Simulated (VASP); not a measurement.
# Ga (C2/c) in VASP: further runs

Ga is run at these levels: PBE; tasks: single point.

All numbers are computed with VASP 6.6.1; they aren't measurements. Logs are shortened: lines on timing, memory, paths and dates and some standing lists are left out, and cuts for length are marked.

**1. The cell of the first run**

It takes space group C2/c (No. 15, monoclinic). Conventional cell: a = 2.719 Å, b = 7.916 Å, c = 3.276 Å, α = 90.00°, β = 92.02°, γ = 90.00°. Ga (site symmetry 2) has 10 Ga at 2.64 to 3.28 Å within 3.5 Å.

**2. Single point, PBE (volume scaled by 0.95)**

Contents of INCAR:

```
PREC = Accurate
ENCUT = 520
EDIFF = 1E-6
ISMEAR = -1
SIGMA = 0.03
LREAL = False
LASPH = True
NELM = 80
ALGO = Normal
ISIF = 2
LWAVE = False
LCHARG = False
GGA = PE
NBANDS = 20
```

Contents of KPOINTS:

```
Automatic mesh
0
Gamma
  14 14 11
```

Contents of POSCAR:

```
Ga
1.0
    1.3595547928     -3.9582410506      0.0000000000
    1.3595547928      3.9582410506      0.0000000000
   -0.1154589374      0.0000000000      3.2734796031
Ga
2
Direct
    0.8690000000      0.1310000000      0.2500000000
    0.1310000000      0.8690000000      0.7500000000
```

Potentials or basis: VASP PAW PBE potentials, release 64 (Ga_d).

Launch:

```bash
$ cat potpaw_PBE.64/Ga_d/POTCAR > POTCAR
$ mpirun -np 1 vasp_std > vasp.out
```

OUTCAR:

```text
PREC = Accurate
   ENCUT = 520
   EDIFF = 1E-6
   ISMEAR = -1
   LREAL = False
   LASPH = True
   NELM = 80
   ISIF = 2
   GGA = PE

 ion  position               nearest neighbor table
   1  0.869  0.131  0.250-   2 2.64   2 2.64   2 2.81   2 2.81   2 2.87   2 2.87
   2  0.131  0.869  0.750-   1 2.64   1 2.64   1 2.81   1 2.81   1 2.87   1 2.87

  LATTYP: Found a base centered monoclinic cell.
 ALAT       =     2.7191095856
 B/A-ratio  =     2.9114244395
 C/A-ratio  =     1.2046278548
 COS(beta)  =    -0.0352490928

  Lattice vectors:

 A1 = (   1.3595547928,  -3.9582410506,   0.0000000000)
 A2 = (   1.3595547928,   3.9582410506,   0.0000000000)
 A3 = (  -0.1154589374,   0.0000000000,   3.2734796031)

Analysis of symmetry for initial positions (statically):
=====================================================================
 Subroutine PRICEL returns:
 Original cell was already a primitive cell.

 Routine SETGRP: Setting up the symmetry group for a
 base centered monoclinic supercell.

 Subroutine GETGRP returns: Found  4 space group operations
 (whereof  2 operations were pure point group operations)
 out of a pool of  4 trial point group operations.

The static configuration has the point symmetry S_2 .
 The point group associated with its full space group is C_2h.

Analysis of symmetry for dynamics (positions and initial velocities):
=====================================================================
 Subroutine PRICEL returns:
 Original cell was already a primitive cell.

 Routine SETGRP: Setting up the symmetry group for a
 base centered monoclinic supercell.

 Subroutine GETGRP returns: Found  4 space group operations
 (whereof  2 operations were pure point group operations)
 out of a pool of  4 trial point group operations.

The dynamic configuration has the point symmetry S_2 .
 The point group associated with its full space group is C_2h.

 Subroutine INISYM returns: Found  4 space group operations
 (whereof  2 operations are pure point group operations),
 and found     1 'primitive' translations

----------------------------------------------------------------------------------------

                                     Primitive cell

  volume of cell :      35.2321

  direct lattice vectors                    reciprocal lattice vectors
     1.359554793 -3.958241051  0.000000000     0.367767451 -0.126318734  0.012971530
     1.359554793  3.958241051  0.000000000     0.367767451  0.126318734  0.012971530
    -0.115458937  0.000000000  3.273479603     0.000000000  0.000000000  0.305485331

  length of vectors
     4.185219403  4.185219403  3.275515147     0.389072719  0.389072719  0.305485331

  position of ions in fractional coordinates (direct lattice)
     0.869000000  0.131000000  0.250000000
     0.131000000  0.869000000  0.750000000

  ion indices of the primitive-cell ions
   primitive index   ion index
                 1           1
                 2           2

----------------------------------------------------------------------------------------

 KPOINTS: Automatic mesh

Automatic generation of k-mesh.
 Grid dimensions read from file:
 generate k-points for:   14   14   11

 Generating k-lattice:

  Cartesian coordinates                     Fractional coordinates (reciprocal lattice)
     0.026269104 -0.009022767  0.000926538     0.071428571 -0.000000000  0.000000000
     0.026269104  0.009022767  0.000926538    -0.000000000  0.071428571  0.000000000
     0.000000000  0.000000000  0.027771394     0.000000000  0.000000000  0.090909091

  Length of vectors
     0.027790909  0.027790909  0.027771394

  Shift w.r.t. Gamma in fractional coordinates (k-lattice)
     0.000000000  0.000000000  0.000000000

 Subroutine IBZKPT returns following result:
 ===========================================

 Found    582 irreducible k-points:

 Following reciprocal coordinates:
            Coordinates               Weight
  0.000000  0.000000  0.000000      1.000000
  0.071429  0.000000  0.000000      4.000000
  0.142857  0.000000 -0.000000      4.000000
  0.214286  0.000000  0.000000      4.000000
  0.285714  0.000000 -0.000000      4.000000
  0.357143  0.000000 -0.000000      4.000000
[... 16 lines left out ...]
  0.214286  0.142857  0.000000      4.000000
  0.285714  0.142857  0.000000      4.000000
 [... further k-points ...]
   k-points           NKPTS =    582   k-points in BZ     NKDIM =    582   number of bands    NBANDS=     20
   number of dos      NEDOS =    301   number of ions     NIONS =      2
   total plane-waves  NPLWV =  24576
   dimension x,y,z NGX =    32 NGY =   32 NGZ =   24
   dimension x,y,z NGXF=    64 NGYF=   64 NGZF=   48
   ions per type =               2
   NGX,Y,Z   is equivalent  to a cutoff of  12.71, 12.71, 12.18 a.u.
   NGXF,Y,Z  is equivalent  to a cutoff of  25.42, 25.42, 24.36 a.u.
 SYSTEM =  unknown system
   PREC   = accura    normal or accurate (medium, high low for compatibility)
   ISTART =      0    job   : 0-new  1-cont  2-samecut
   ICHARG =      2    charge: 1-file 2-atom 10-const
   ISPIN  =      1    spin polarized calculation?
   LNONCOLLINEAR =      F non collinear calculations
   LSORBIT =      F    spin-orbit coupling
   LASPH  =      T    aspherical Exc in radial PAW
   ENCUT  =  520.0 eV  38.22 Ry    6.18 a.u.   7.78  7.78  6.09*2*pi/ulx,y,z
   NELM   =     80;   NELMIN=  2; NELMDL= -5     # of ELM steps
   EDIFF  = 0.1E-05   stopping-criterion for ELM
   LREAL  =      F    real-space projection
   EDIFFG = 0.1E-04   stopping-criterion for IOM
   NSW    =      0    number of steps for IOM
   IBRION =     -1    ionic relax: 0-MD 1-quasi-New 2-CG
   NFREE  =      0    steps in history (QN), initial steepest desc. (CG)
   ISIF   =      2    stress and relaxation
   ISYM   =      2    0-nonsym 1-usesym 2-fastsym
   POTIM  = 0.5000    time-step for ionic-motion
   TEBEG  =    0.0;   TEEND  =   0.0 temperature during run
   PSTRESS=    0.0 pullay stress
   NELECT =      26.0000    total number of electrons
   NUPDOWN=      -1.0000    fix difference up-down
   EMIN   =  10.00;   EMAX   =-10.00  energy-range for DOS
   EFERMI =   0.00;   METHOD = LEGACY
   ISMEAR =    -1;   SIGMA  =   0.03  broadening in eV -4-tet -1-fermi 0-gaus
   EFERMI_NEDOS =   21; number of points for ismear=-14 and -15
   IALGO  =     38    algorithm
   IMIX   =      4    mixing-type and parameters
     AMIX     =   0.40;   BMIX     =  1.00
     AMIX_MAG =   1.60;   BMIX_MAG =  1.00
  volume/ion in A,a.u.               =      17.62       118.88
  Fermi-wavevector in a.u.,A,eV,Ry     =   1.479403  2.795666 29.778152  2.188632
  Thomas-Fermi vector in A             =   2.593565
   LORBIT       =      0    0 simple, 1 ext, 2 COOP (PROOUT), +10 PAW based schemes
   GGA     = PE    functional components
   LHFCALC =     F    Hartree Fock is set to
   AEXX    =    0.0000 exact exchange contribution
   IVDW    =     0    specifies the selected vdW correction
   LEPSILON=     F    determine dielectric tensor
   LRPA    =     F    only Hartree local field effects (RPA)
 non-spin polarized calculation
  energy-cutoff  :      520.00
  volume of cell :       35.23
 maximum number of plane-waves:       967
   NGX = 15   NGY = 15   NGZ = 13

 number of electron      26.0000012 magnetization

 Free energy of the ion-electron system (eV)
  ---------------------------------------------------
  ext. energy  EPLUGINS =         0.00000000
  ---------------------------------------------------
  free energy    TOTEN  =        -5.73118754 eV

  energy without entropy =       -5.72937152  energy(sigma->0) =       -5.73027953

 E-fermi :   6.1586     XC(G=0): -11.3176

 val. band max:        6.1437188593   @ k =  -0.2143   0.5000   0.3636
 cond. band min:       6.1589230703   @ k =   0.4286   0.2857   0.1818
 fundamental gap:      0.0152042110
 Fermi energy:         6.1585685687

 k-point     1 :       0.0000    0.0000    0.0000
  band No.  band energies     occupation
      1      -9.0932      2.00000
      2      -9.0870      2.00000
      3      -9.0417      2.00000
      4      -9.0226      2.00000
      5      -8.7059      2.00000
      6      -8.7044      2.00000
[... 12 lines left out ...]
     19      17.3065      0.00000
     20      19.5947      0.00000

 k-point     2 :       0.0714    0.0000    0.0000
  band No.  band energies     occupation
      1      -9.0885      2.00000
      2      -9.0776      2.00000
      3      -9.0306      2.00000
      4      -8.9986      2.00000
      5      -8.7168      2.00000
      6      -8.7148      2.00000
[... 12 lines left out ...]
     19      17.5907      0.00000
     20      20.3171      0.00000

 k-point     3 :       0.1429    0.0000   -0.0000
  band No.  band energies     occupation
      1      -9.0754      2.00000
      2      -9.0544      2.00000
      3      -8.9962      2.00000
      4      -8.9349      2.00000
      5      -8.7486      2.00000
      6      -8.7444      2.00000
[... 12 lines left out ...]
     19      17.7349      0.00000
     20      20.9710      0.00000

 k-point     4 :       0.2143    0.0000    0.0000
  band No.  band energies     occupation
      1      -9.0572      2.00000
      2      -9.0256      2.00000
      3      -8.9473      2.00000
      4      -8.8642      2.00000
      5      -8.7908      2.00000
      6      -8.7742      2.00000
[... 12 lines left out ...]
     19      17.9071      0.00000
     20      21.7994      0.00000

 k-point     5 :       0.2857    0.0000   -0.0000
  band No.  band energies     occupation
      1      -9.0384      2.00000
      2      -8.9979      2.00000
      3      -8.9098      2.00000
      4      -8.8733      2.00000
      5      -8.8413      2.00000
      6      -8.7440      2.00000
[... 12 lines left out ...]
     19      18.1233      0.00000
     20      20.5467      0.00000

 k-point     6 :       0.3571    0.0000   -0.0000
  band No.  band energies     occupation
      1      -9.0233      2.00000
      2      -8.9867      2.00000
      3      -8.9128      2.00000
      4      -8.8897      2.00000
      5      -8.8813      2.00000
      6      -8.7571      2.00000
[... 12 lines left out ...]
     19      18.1092      0.00000
     20      19.1033      0.00000

 k-point     7 :       0.4286    0.0000    0.0000
  band No.  band energies     occupation
      1      -9.0134      2.00000
      2      -9.0002      2.00000
      3      -8.9264      2.00000
      4      -8.9036      2.00000
      5      -8.8880      2.00000
      6      -8.7610      2.00000
[... 12 lines left out ...]
     19      16.9036      0.00000
     20      18.7400      0.00000
[... 277 lines left out ...]
 k-point    20 :      -0.1429    0.0714    0.0000
  band No.  band energies     occupation
      1      -9.0790      2.00000
      2      -9.0762      2.00000
      3      -9.0425      2.00000
      4      -8.9737      2.00000
      5      -8.7377      2.00000
      6      -8.7252      2.00000
[... 12 lines left out ...]
     19      17.2190      0.00000
     20      20.4759      0.00000

 k-point    21 :      -0.0714    0.0714    0.0000
  band No.  band energies     occupation
      1      -9.0888      2.00000
      2      -9.0870      2.00000
      3      -9.0518      2.00000
      4      -9.0048      2.00000
      5      -8.7194      2.00000
      6      -8.7100      2.00000
[... 12 lines left out ...]
     19      17.4554      0.00000
     20      19.0529      0.00000

 k-point    22 :       0.1429    0.1429   -0.0000
  band No.  band energies     occupation
      1      -9.0565      2.00000
      2      -9.0083      2.00000
      3      -8.9151      2.00000
      4      -8.8330      2.00000
      5      -8.8061      2.00000
      6      -8.7787      2.00000
[... 12 lines left out ...]
     19      18.9335      0.00000
     20      21.2818      0.00000

 k-point    23 :       0.2143    0.1429    0.0000
  band No.  band energies     occupation
      1      -9.0463      2.00000
      2      -8.9827      2.00000
      3      -8.9467      2.00000
      4      -8.8432      2.00000
      5      -8.8361      2.00000
      6      -8.8000      2.00000
[... 12 lines left out ...]
     19      18.9660      0.00000
     20      20.2621      0.00000

 k-point    24 :       0.2857    0.1429    0.0000
  band No.  band energies     occupation
      1      -9.0379      2.00000
      2      -8.9902      2.00000
      3      -8.9493      2.00000
      4      -8.8766      2.00000
      5      -8.8443      2.00000
      6      -8.8009      2.00000
[... 12 lines left out ...]
     19      18.0461      0.00000
     20      18.9431      0.00000

 [... further k-points ...]
[... 5 lines left out ...]
  --------------------------------------------------------------------------------------
  -------------------------------------------------------------------------------------
  Total        1.1930811      1.2371601      1.1003523      0.0000000      0.0000000     -0.0254398
  in kB       54.2552760     56.2597641     50.0384365      0.0000000      0.0000000     -1.1568715
  external PRESSURE =      53.5178256 kB  Pullay stress =       0.0000000 kB

 VOLUME and BASIS-vectors are now :
 -----------------------------------------------------------------------------
  energy-cutoff  :      520.00
  volume of cell :       35.23
      direct lattice vectors                 reciprocal lattice vectors
     1.359554793 -3.958241051  0.000000000     0.367767451 -0.126318734  0.012971530
     1.359554793  3.958241051  0.000000000     0.367767451  0.126318734  0.012971530
    -0.115458937  0.000000000  3.273479603     0.000000000  0.000000000  0.305485331

 POSITION                                       TOTAL-FORCE (eV/Angst)
 -----------------------------------------------------------------------------------
      1.33069     -2.92118      0.81837         0.000000      0.211853     -0.000000
      1.27296      2.92118      2.45511        -0.000000     -0.211853      0.000000
 -----------------------------------------------------------------------------------
    total drift:                                0.000000      0.000000     -0.000000

  FREE ENERGIE OF THE ION-ELECTRON SYSTEM (eV)
  ---------------------------------------------------
  free  energy   TOTEN  =        -5.7311875371 eV

  energy  without entropy=       -5.7293715227  energy(sigma->0) =       -5.73027953
```

Run time: 2.6 min. Hardware: 1 thread of AMD EPYC 9R45 (Zen 5), shared host; peak memory 0.39 GiB.

Results:

| Property | Result |
| --- | --- |
| Free energy | -5.7312 eV |
| Pressure | 5.4 GPa |
| Largest force | 0.212 eV/Å |
| Band gap on the k mesh | zero (band 13 reaches 10.27 eV, above the bottom of band 14 at 1.96 eV) |

Forces on the atoms (eV/Å):
```
Ga   0.000  0.212  0.000
Ga   0.000 -0.212  0.000
```

Levels at points of the mesh, in eV from the Fermi level:
| k point | band 9 | band 10 | band 11 | band 12 | band 13 | band 14 | band 15 | band 16 | band 17 | band 18 |
| --- | --- | --- | --- | --- | --- | --- | --- | --- | --- | --- |
| (0.00, 0.00, 0.00) | -14.81 | -14.66 | -11.64 | -2.25 | -1.48 | 1.64 | 5.52 | 10.07 | 10.62 | 10.83 |
| (0.50, 0.00, 0.00) | -14.73 | -14.68 | -6.17 | -5.26 | -1.46 | 0.10 | 6.03 | 6.90 | 8.76 | 9.78 |
| (0.50, 0.50, 0.00) | -14.77 | -14.73 | -9.43 | -8.90 | 4.11 | 4.73 | 6.11 | 6.34 | 7.82 | 11.22 |

**3. Single point, PBE (volume scaled by 0.975)**

Contents of INCAR:

```
PREC = Accurate
ENCUT = 520
EDIFF = 1E-6
ISMEAR = -1
SIGMA = 0.03
LREAL = F
LASPH = T
NELM = 80
ALGO = Normal
ISIF = 2
LWAVE = F
LCHARG = T
GGA = PE
LELF = T
LVHAR = T
NBANDS = 20
```

KPOINTS is that of step 2.

Contents of POSCAR:

```
Ga
1.0
    1.3713776018     -3.9926622658      0.0000000000
    1.3713776018      3.9926622658      0.0000000000
   -0.1164629786      0.0000000000      3.3019460719
Ga
2
Direct
    0.8690000000      0.1310000000      0.2500000000
    0.1310000000      0.8690000000      0.7500000000
```

Potentials or basis: VASP PAW PBE potentials, release 64 (Ga_d).

Launch:

```bash
$ cat potpaw_PBE.64/Ga_d/POTCAR > POTCAR
$ mpirun -np 1 vasp_std > vasp.out
```

It took 3.1 min on 1 thread of AMD EPYC 9R45 (Zen 5), shared host; peak memory 0.4 GiB.

It converged, with:

* Free energy: -5.7565 eV
* Pressure: 3.5 GPa
* Largest force: 0.201 eV/Å
* Band gap on the k mesh: zero (band 13 reaches 9.95 eV, above the bottom of band 14 at 1.81 eV)

Forces in eV/Å, atoms in the order of the input:
```
Ga   0.000  0.201  0.000
Ga   0.000 -0.201  0.000
```

Stress tensor (GPa, compression positive):
```
 3.55  0.00 -0.12
 0.00  3.73  0.00
-0.12  0.00  3.23
```

Levels at points of the mesh, in eV from the Fermi level:
```csv
k point,band 10,band 11,band 12,band 13,band 14,band 15,band 16,band 17
"(0.00, 0.00, 0.00)",-14.65,-11.43,-2.17,-1.55,1.64,5.47,9.88,10.40
"(0.50, 0.00, 0.00)",-14.67,-6.12,-5.14,-1.40,0.05,5.90,6.74,8.60
"(0.50, 0.50, 0.00)",-14.71,-9.26,-8.75,4.05,4.65,5.96,6.19,7.68
```
